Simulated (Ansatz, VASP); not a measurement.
# Nb: VASP beside Ansatz

```
Nb
1.0
     0.00000    2.11500    2.15730
     2.11500    0.00000    2.15730
     2.11500    2.11500    0.00000
Nb
1
Direct
  0.00000 0.00000 0.00000
```

Change from the starting cell: zz strain of +2 %.

Alike in both runs: task single point; functional PBEsol; k mesh 13 × 13 × 13; occupations fermi-dirac, width 0.08 eV; no spin polarisation.

|  | VASP | Ansatz |
| --- | --- | --- |
| version | VASP 6.6.1 | Ansatz 0.2.0 |
| potentials or method | VASP PAW PBE potentials, release 64 (Nb_sv), cutoff 520 eV | all-electron LAPW, scalar-relativistic |

|  | VASP | Ansatz | Ansatz less VASP |
| --- | --- | --- | --- |
| pressure (GPa) | -9.9 | -9.6 | +0.28 |
| traceless stress, the component that is largest in VASP (GPa) | 2.96 | 2.98 | +0.024 |

VASP's potentials were made for PBE, not for PBEsol. Ansatz ran all-electron here, and VASP with PAW potentials.
